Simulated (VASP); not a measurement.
Write the native input for VASP 6.6.1 that does the following.

```yaml
Task: relaxation of the atoms
Functional: PBE
Potentials_or_basis: VASP PAW PBE potentials, release 64 (O)
Cutoff: 520 eV
k_mesh: 1 × 1 × 1
Occupations: fermi-dirac, width 0.02 eV
Spin: collinear spin, ferromagnetic start
Starting_moments: "[1.0, 1.0] μB"
Dipole_correction: no
Further_INCAR_settings: ALGO = Normal; EDIFF = 1e-06; IBRION = 2; EDIFFG = -0.01; NSW = 80
```

The structure of O2 lies in POSCAR:

```
O
1.0
    9.0000000000      0.0000000000      0.0000000000
    0.0000000000      9.5000000000      0.0000000000
    0.0000000000      0.0000000000     10.0000000000
O
2
Direct
    0.5000000000      0.5000000000      0.4385000000
    0.5000000000      0.5000000000      0.5615000000
```

The input as run:

INCAR

```
PREC = Accurate
ENCUT = 520
EDIFF = 1E-6
ISMEAR = -1
SIGMA = 0.02
LREAL = F
LASPH = T
NELM = 150
ALGO = Normal
ISIF = 2
LWAVE = F
LCHARG = F
ISPIN = 2
MAGMOM = 1 1
LORBIT = 11
GGA = PE
IBRION = 2
NSW = 80
EDIFFG = -0.01
```

KPOINTS

```
regular mesh
0
Gamma
  1 1 1
```

Potentials or basis: VASP PAW PBE potentials, release 64 (O).

Run with:

```bash
$ cat potpaw_PBE.64/O/POTCAR > POTCAR
$ mpirun -np 1 vasp_gam > vasp.out
```

It gave:

```json
{
 "Energy gained by relaxing": "0.2 meV/atom",
 "Ionic steps": "3",
 "Gap between the frontier levels": "2.30 eV",
 "Net moment": "2.00 μB per cell",
 "Site moments": "O +0.81 μB",
 "Valence electrons inside the program's atomic spheres": "O 4.89"
}
```

Caveat: the standard files for N, O and F lose accuracy on very short bonds.

Run time: 8.5 min on 1 thread of Intel Xeon 8259CL, on a shared host, peak memory 1.1 GiB.
